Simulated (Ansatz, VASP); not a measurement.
## Cd: VASP beside Ansatz

The input INCAR:

```
PREC     = Accurate       # precision mode
ENCUT    = 520            # plane-wave cutoff, eV
EDIFF    = 1E-6           # SCF threshold, eV
ISMEAR   = -1             # smearing method
SIGMA    = 0.1            # smearing width, eV
LREAL    = F              # projectors in reciprocal space
LASPH    = T              # aspherical terms in the spheres
NELM     = 80             # most SCF steps
ALGO     = Normal         # electronic algorithm
ISIF     = 2              # what is computed and relaxed
LWAVE    = F              # write WAVECAR
LCHARG   = F              # write CHGCAR
GGA      = PE             # functional
NBANDS   = 12             # bands
```

File KPOINTS:

```
Automatic mesh
0
Gamma
  14 14 13
```

File POSCAR:

```
Cd
1.0
    2.7083630178      0.0000000000      0.0000000000
   -1.3541815089      2.3455111761      0.0000000000
    0.0000000000      0.0000000000      2.7029400697
Cd
1
Direct
    0.0000000000      0.0000000000      0.0000000000
```

Input for Ansatz:

```yaml
crystal:
  lattice:
    - [2.7083630178, 0.0, 0.0]
    - [-1.3541815089, 2.3455111761, 0.0]
    - [0.0, 0.0, 2.7029400697]
  atoms:
    - { symbol: Cd, position: [0.0, 0.0, 0.0] }
kpoints:
  mp_grid: { grid: [14, 14, 13] }
scf:
  occupations: { method: fermi_dirac, width: 0.1 }
hamiltonian:
  xc: pbe
  pseudopotentials: { kind: all_electron, lapw: { basis_error: 0.001 } }
output:
  forces: true
  stress: true
  eigenvalues: true
  populations: true
```

Change from the starting cell: volume scaled by 0.68, LAPW.

Alike in both runs: task single point; functional PBE; k mesh 14 × 14 × 13; occupations fermi-dirac, width 0.1 eV; no spin polarisation.

|  | VASP | Ansatz |
| --- | --- | --- |
| version | VASP 6.6.1 | Ansatz 0.2.0 |
| potentials or method | VASP PAW PBE potentials, release 64 (Cd), cutoff 520 eV | all-electron LAPW, scalar-relativistic |

VASP gave:

| Quantity | Value |
| --- | --- |
| pressure (GPa) | 40.5 |
| traceless stress, the component that is largest in VASP (GPa) | -0.27 |

Task: Which values does Ansatz return?

Result: Pressure (GPa): 39.2; traceless stress, the component that is largest in VASP (GPa): -0.04.

Both programs put the cell under a high pressure, so it lies far from rest at this level. Ansatz ran all-electron here, and VASP with PAW potentials.
